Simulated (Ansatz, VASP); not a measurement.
GaAs in VASP and in Ansatz

```
CELL_PARAMETERS angstrom
4.06260 0.00000 0.00000
0.00000 4.06260 0.00000
0.00000 0.00000 30.57659
ATOMIC_POSITIONS crystal
As 0.00000 0.50000 0.24986
As 0.50000 0.00000 0.34485
As 0.00000 0.50000 0.43934
Ga 0.50000 0.50000 0.29588
Ga 0.00000 0.00000 0.39053
Ga 0.50000 0.50000 0.48623
```

Alike in both runs: task single point; functional PBE; k mesh 9 × 9 × 1; occupations gaussian, width 0.1 eV; no spin polarisation.

|  | VASP | Ansatz |
| --- | --- | --- |
| version | VASP 6.6.1 | Ansatz 0.2.0 |
| potentials or method | VASP PAW PBE potentials, release 64 (As, Ga_d), cutoff 520 eV | scalar-relativistic, plane waves, PAW |
| valence electrons in the cell | 54 | 84 |

VASP gave:

```
gap on the k mesh at the Fermi level (eV) : none
rms of the force components (eV/Å)        : 0.099
```

**Question.** Which values does Ansatz return?

**Answer.** gap on the k mesh at the Fermi level (eV): none; rms of the force components (eV/Å): 0.096.

A gap of «none» marks a metal or a gap that the smearing closes. VASP's potentials hold 54 valence electrons a cell and Ansatz's 84, so a difference there can come from the potentials and not from the codes. Ansatz's warnings: xc potential rough in thin density.
